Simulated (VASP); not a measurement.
A run of VASP 6.6.1:

Contents of INCAR:

```
PREC = Accurate ; ENCUT = 600
EDIFF = 1E-6 ; ISMEAR = 0
SIGMA = 0.01 ; LREAL = False
LASPH = True ; NELM = 120
ALGO = Normal ; ISIF = 2
LWAVE = False ; LCHARG = False
GGA = PE ; NBANDS = 11
GGA_COMPAT = False
```

Contents of KPOINTS:

```
Automatic mesh
0
Gamma
  8 8 8
```

Contents of POSCAR:

```
MgO
1.0
    0.0000000000      2.1071294711      2.1071294711
    2.1071294711      0.0000000000      2.1071294711
    2.1071294711      2.1071294711      0.0000000000
Mg O
1 1
Direct
    0.0000000000      0.0000000000      0.0000000000
    0.5000000000      0.5000000000      0.5000000000
```

Potentials or basis: VASP PAW PBE potentials, release 64 (Mg, O).

Launch:

```console
$ cat potpaw_PBE.64/Mg/POTCAR potpaw_PBE.64/O/POTCAR > POTCAR
$ mpirun -np 1 vasp_std > vasp.out
```

Hardware: 1 thread of Intel(R) Xeon(R) 6975P-C (Granite Rapids) (shared host).

Estimate the wall time of this run.

Wall time 5.4 s on 1 thread of Intel(R) Xeon(R) 6975P-C (Granite Rapids), on a shared host, peak memory 0.14 GiB. Counts: scf iterations 12, k points 29.
